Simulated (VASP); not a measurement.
# Ta3S4Br (Pm-3m) in VASP: notebook

Runs on Ta3S4Br. Level: PBE. Tasks: single point.

Program: VASP 6.6.1. These are calculated values, not measurements. Logs are shortened: lines on timing, memory, paths and dates and some standing lists are left out, and cuts for length are marked.

**1. The cell of the first run**

Symmetry: Pm-3m, No. 221, cubic system. The conventional cell has a = 5.155 Å, b = 5.155 Å, c = 5.155 Å, α = 90.00°, β = 90.00°, γ = 90.00°. Within 3.4 Å of Ta (site symmetry 4/mmm) lie 6 S at 2.58 Å. S (site symmetry 4/mmm) has 4 Ta at 2.58 Å and 2 Br at 2.58 Å within 3.4 Å. S (site symmetry m-3m) has 6 Ta at 2.58 Å within 3.4 Å. Within 3.4 Å of Br (site symmetry m-3m) lie 6 S at 2.58 Å.

**2. Single point, PBE**

Input file INCAR:

```
PREC = Accurate ; ENCUT = 520
EDIFF = 1E-6 ; ISMEAR = 0
SIGMA = 0.1 ; LREAL = F
LASPH = T ; NELM = 80
ALGO = Normal ; ISIF = 2
LWAVE = F ; LCHARG = F
GGA = PE ; NBANDS = 42
```

Input file KPOINTS:

```
regular mesh
0
Gamma
  4 4 4
```

Input file POSCAR:

```
Ta3S4Br
1.0
    5.1550297457      0.0000000000      0.0000000000
    0.0000000000      5.1550297457      0.0000000000
    0.0000000000      0.0000000000      5.1550297457
Ta S Br
3 4 1
Direct
    0.0000000000      0.5000000000      0.5000000000
    0.5000000000      0.0000000000      0.5000000000
    0.5000000000      0.5000000000      0.0000000000
    0.5000000000      0.0000000000      0.0000000000
    0.5000000000      0.5000000000      0.5000000000
    0.0000000000      0.0000000000      0.5000000000
    0.0000000000      0.5000000000      0.0000000000
    0.0000000000      0.0000000000      0.0000000000
```

Potentials or basis: VASP PAW PBE potentials, release 64 (Ta_pv, S, Br).

On the command line:

```bash
> cat potpaw_PBE.64/Ta_pv/POTCAR potpaw_PBE.64/S/POTCAR potpaw_PBE.64/Br/POTCAR > POTCAR
> mpirun -np 1 vasp_std > vasp.out
```

OUTCAR:

```text
PREC = Accurate
   ENCUT = 520
   EDIFF = 1E-6
   ISMEAR = 0
   LREAL = F
   LASPH = T
   NELM = 80
   ISIF = 2
   GGA = PE

 ion  position               nearest neighbor table
   1  0.000  0.500  0.500-   5 2.58   6 2.58   7 2.58   7 2.58   6 2.58   5 2.58
   2  0.500  0.000  0.500-   4 2.58   5 2.58   6 2.58   4 2.58   5 2.58   6 2.58
   3  0.500  0.500  0.000-   4 2.58   5 2.58   7 2.58   5 2.58   4 2.58   7 2.58
   4  0.500  0.000  0.000-   2 2.58   3 2.58   8 2.58   2 2.58   3 2.58   8 2.58
   5  0.500  0.500  0.500-   1 2.58   2 2.58   3 2.58   3 2.58   2 2.58   1 2.58
   6  0.000  0.000  0.500-   1 2.58   2 2.58   8 2.58   8 2.58   1 2.58   2 2.58
   7  0.000  0.500  0.000-   1 2.58   3 2.58   8 2.58   1 2.58   8 2.58   3 2.58
   8  0.000  0.000  0.000-   4 2.58   6 2.58   7 2.58   6 2.58   7 2.58   4 2.58

  LATTYP: Found a simple cubic cell.
 ALAT       =     5.1550297457

  Lattice vectors:

 A1 = (   5.1550297457,   0.0000000000,   0.0000000000)
 A2 = (   0.0000000000,   5.1550297457,   0.0000000000)
 A3 = (   0.0000000000,   0.0000000000,   5.1550297457)

Analysis of symmetry for initial positions (statically):
=====================================================================
 Subroutine PRICEL returns:
 Original cell was already a primitive cell.

 Routine SETGRP: Setting up the symmetry group for a
 simple cubic supercell.

 Subroutine GETGRP returns: Found 48 space group operations
 (whereof 48 operations were pure point group operations)
 out of a pool of 48 trial point group operations.

The static configuration has the point symmetry O_h .

Analysis of symmetry for dynamics (positions and initial velocities):
=====================================================================
 Subroutine PRICEL returns:
 Original cell was already a primitive cell.

 Routine SETGRP: Setting up the symmetry group for a
 simple cubic supercell.

 Subroutine GETGRP returns: Found 48 space group operations
 (whereof 48 operations were pure point group operations)
 out of a pool of 48 trial point group operations.

The dynamic configuration has the point symmetry O_h .

 Subroutine INISYM returns: Found 48 space group operations
 (whereof 48 operations are pure point group operations),
 and found     1 'primitive' translations

----------------------------------------------------------------------------------------

                                     Primitive cell
[... 93 lines left out ...]
   NFREE  =      0    steps in history (QN), initial steepest desc. (CG)
   ISIF   =      2    stress and relaxation
   ISYM   =      2    0-nonsym 1-usesym 2-fastsym
   POTIM  = 0.5000    time-step for ionic-motion
   TEBEG  =    0.0;   TEEND  =   0.0 temperature during run
   PSTRESS=    0.0 pullay stress
   NELECT =      64.0000    total number of electrons
   NUPDOWN=      -1.0000    fix difference up-down
   EMIN   =  10.00;   EMAX   =-10.00  energy-range for DOS
   EFERMI =   0.00;   METHOD = LEGACY
   ISMEAR =     0;   SIGMA  =   0.10  broadening in eV -4-tet -1-fermi 0-gaus
   EFERMI_NEDOS =   21; number of points for ismear=-14 and -15
   IALGO  =     38    algorithm
   IMIX   =      4    mixing-type and parameters
     AMIX     =   0.40;   BMIX     =  1.00
     AMIX_MAG =   1.60;   BMIX_MAG =  1.00
  volume/ion in A,a.u.               =      17.12       115.56
  Fermi-wavevector in a.u.,A,eV,Ry     =   1.270292  2.400504 21.954938  1.613642
  Thomas-Fermi vector in A             =   2.403287
   LORBIT       =      0    0 simple, 1 ext, 2 COOP (PROOUT), +10 PAW based schemes
   GGA     = PE    functional components
   LHFCALC =     F    Hartree Fock is set to
   AEXX    =    0.0000 exact exchange contribution
   IVDW    =     0    specifies the selected vdW correction
   LEPSILON=     F    determine dielectric tensor
   LRPA    =     F    only Hartree local field effects (RPA)
 non-spin polarized calculation
 Gauss-broadening in eV      SIGMA  =   0.10
  energy-cutoff  :      520.00
  volume of cell :      136.99
 maximum number of plane-waves:      3743
 NGX is ok and might be reduce to    40
   NGX = 19   NGY = 19   NGZ = 19

 number of electron      64.0000001 magnetization

 Free energy of the ion-electron system (eV)
  ---------------------------------------------------
  ext. energy  EPLUGINS =         0.00000000
  ---------------------------------------------------
  free energy    TOTEN  =       -51.68721684 eV

  energy without entropy =      -51.66762756  energy(sigma->0) =      -51.67742220

 E-fermi :   8.0805     XC(G=0): -11.5466

 val. band max:        8.0114606542   @ k =   0.5000   0.5000   0.0000
 cond. band min:       8.0854881402   @ k =   0.0000   0.0000   0.0000
 fundamental gap:      0.0740274860
 Fermi energy:         8.0804551953

 k-point     1 :       0.0000    0.0000    0.0000
  band No.  band energies     occupation
      1     -27.8089      2.00000
      2     -27.8089      2.00000
      3     -27.8089      2.00000
      4     -27.5890      2.00000
      5     -27.5890      2.00000
      6     -27.5890      2.00000
[... 439 lines left out ...]
     41      10.9027      0.00000
     42      10.9027      0.00000

------------------------ aborting loop because EDIFF is reached ----------------------------------------

  FORCE on cell =-STRESS in cart. coord.  units (eV):
  Direction    XX          YY          ZZ          XY          YZ          ZX
  --------------------------------------------------------------------------------------
  -------------------------------------------------------------------------------------
  Total        0.0687540      0.0687540      0.0687540     -0.0000000      0.0000000     -0.0000000
  in kB        0.8041093      0.8041093      0.8041093     -0.0000000      0.0000000     -0.0000000
  external PRESSURE =       0.8041093 kB  Pullay stress =       0.0000000 kB

 VOLUME and BASIS-vectors are now :
 -----------------------------------------------------------------------------
  energy-cutoff  :      520.00
  volume of cell :      136.99
      direct lattice vectors                 reciprocal lattice vectors
     5.155029746  0.000000000  0.000000000     0.193985302  0.000000000  0.000000000
     0.000000000  5.155029746  0.000000000     0.000000000  0.193985302  0.000000000
     0.000000000  0.000000000  5.155029746     0.000000000  0.000000000  0.193985302

 POSITION                                       TOTAL-FORCE (eV/Angst)
 -----------------------------------------------------------------------------------
      0.00000      2.57751      2.57751         0.000000      0.000000      0.000000
      2.57751      0.00000      2.57751         0.000000      0.000000      0.000000
      2.57751      2.57751      0.00000         0.000000      0.000000      0.000000
      2.57751      0.00000      0.00000         0.000000      0.000000      0.000000
      2.57751      2.57751      2.57751         0.000000      0.000000      0.000000
      0.00000      0.00000      2.57751         0.000000      0.000000      0.000000
      0.00000      2.57751      0.00000         0.000000      0.000000      0.000000
      0.00000      0.00000      0.00000         0.000000      0.000000      0.000000
 -----------------------------------------------------------------------------------
    total drift:                                0.000000      0.000000     -0.000000

  FREE ENERGIE OF THE ION-ELECTRON SYSTEM (eV)
  ---------------------------------------------------
  free  energy   TOTEN  =       -51.6872168394 eV

  energy  without entropy=      -51.6676275551  energy(sigma->0) =      -51.67742220
```

Wall time 53 s (1 thread of Intel Xeon Platinum 8488C (Sapphire Rapids), shared host); peak memory 0.26 GiB.

What came out:

* Free energy: -51.6872 eV
* Pressure: 0.1 GPa
* Band gap on the k mesh: zero (band 32 reaches 8.93 eV, above the bottom of band 33 at 7.19 eV)

Caveat: spin-orbit coupling is left out, which moves the levels of the heavy elements.

**3. Single point, PBE**

This run uses another cell than the first one, of 18.23 Å³/atom, 1.064 times its volume.

Input file INCAR:

```
SYSTEM = Ta3S4Br
PREC = Accurate
ENCUT = 520
EDIFF = 1E-7
ISMEAR = 0
SIGMA = 0.1
LREAL = .FALSE.
LASPH = .TRUE.
NELM = 60
ALGO = Normal
ISIF = 2
LWAVE = .FALSE.
LCHARG = .FALSE.
GGA = PE
NBANDS = 42
```

Input file KPOINTS:

```
Automatic mesh
0
G
  4 4 4
  0 0 0
```

Changes to POSCAR since step 2:

```diff
@@ -2,5 +2,5 @@
 1.0
-    5.1550297457      0.0000000000      0.0000000000
-    0.0000000000      5.1550297457      0.0000000000
-    0.0000000000      0.0000000000      5.1550297457
+    5.2633743200      0.0000000000      0.0000000000
+    0.0000000000      5.2633743200      0.0000000000
+    0.0000000000      0.0000000000      5.2633743200
 Ta S Br
```

Potentials or basis: VASP PAW PBE potentials, release 64 (Ta_pv, S, Br).

On the command line:

```bash
> cat potpaw_PBE.64/Ta_pv/POTCAR potpaw_PBE.64/S/POTCAR potpaw_PBE.64/Br/POTCAR > POTCAR
> mpirun -np 1 vasp_std > vasp.out
```

It took 59 s on 1 thread of Intel Xeon Platinum 8488C (Sapphire Rapids), shared host; peak memory 0.26 GiB.

The run converged. Its results:

```
Free energy            : -51.4919 eV
Pressure               : -6.8 GPa
Band gap on the k mesh : zero (band 32 reaches 8.11 eV, above the bottom of band 33 at 6.60 eV)
```

Levels at points of the mesh, in eV from the Fermi level:
```tsv
k point	band 28	band 29	band 30	band 31	band 32	band 33	band 34	band 35	band 36	band 37
(0.00, 0.00, 0.00)	-3.08	-3.08	-0.89	-0.89	-0.74	-0.74	-0.74	0.02	0.53	0.53
(0.50, 0.00, 0.00)	-2.79	-1.26	-0.73	-0.42	-0.42	0.11	0.11	0.38	0.47	0.66
(0.50, 0.50, 0.00)	-3.16	-0.16	-0.07	0.11	0.20	0.20	0.24	0.39	0.63	0.63
(0.50, 0.50, 0.50)	-3.48	-3.48	0.76	0.76	0.76	0.91	0.91	0.91	1.24	1.24
```

Caveat: spin-orbit coupling is left out, which moves the levels of the heavy elements.
